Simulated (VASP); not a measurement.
Runs of VASP 6.6.1 on W. The structure is that of space group Im-3m (No. 229), or close to it. The cells are those of the table. 

| cell | gap on the mesh (eV) | pressure (GPa) |
| --- | --- | --- |
| a = 2.829 Å, angles 109.5°, 1 atom | none | -19.5 |
| a = 2.863 Å, angles 109.5°, 1 atom | none | (a) |
| a = 2.682 Å, angles 109.5°, 1 atom | none | 31.0 |
| a = 2.720 Å, angles 109.5°, 1 atom | none | (b) |
| a = 2.642 Å, angles 109.5°, 1 atom | none | 51.6 |
| a = 2.793 Å, angles 109.5°, 1 atom | none | -10.5 |

Alike in all rows: task single point; level PBE; potentials or basis VASP PAW PBE potentials, release 64 (W_sv); no spin polarisation; k mesh 22 × 22 × 22; cutoff (eV) 520; smearing gaussian 0.15 eV.

Problem. Fill in the values left out.

Solution. (a) -26.7; (b) 14.3.

Caveats: spin-orbit coupling is left out, which moves the levels of the heavy elements.

A k mesh can miss the band edges, and the runs leave out spin-orbit coupling on W.

A gap of «none» marks levels without a gap at the run's occupations.
